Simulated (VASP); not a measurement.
The system is CuI.

```
Cu I
1.0
     4.05511    0.00000    0.00000
     0.00000    4.05511    0.00000
     0.00000    0.00000    6.34568
Cu I
2 2
Direct
  0.50000 0.50000 0.00000
  0.00000 0.00000 0.00000
  0.50000 0.00000 0.26671
  0.00000 0.50000 0.73329
```

Base run:

```yaml
Program: VASP 6.6.1
Functional: r2SCAN
Potentials_or_basis: VASP PAW PBE potentials, release 64 (Cu, I)
Cutoff: 520 eV
k_mesh: 6 × 6 × 4
Occupations: gaussian, width 0.01 eV
Spin: no spin polarisation
```

Its results: band gap on the k mesh 2.07 eV; pressure 1.1 GPa; largest force 0.006 eV/Å.

Question: The run is repeated on the same cell with these changes: functional from r2SCAN to PBE; occupations from gaussian, width 0.01 eV to fermi-dirac, width 0.02 eV. What comes out?

Answer: Band gap on the k mesh 1.59 eV; pressure 2.3 GPa; largest force 0.157 eV/Å.

Caveats: spin-orbit coupling is left out, which moves the levels of the heavy elements; the PAW data sets were made with another functional, which shifts forces and pressure a little (at least some runs); this functional lacks dispersion, which binds layers or chains, so the pressure and a relaxed spacing across them are unreliable (at least some runs).

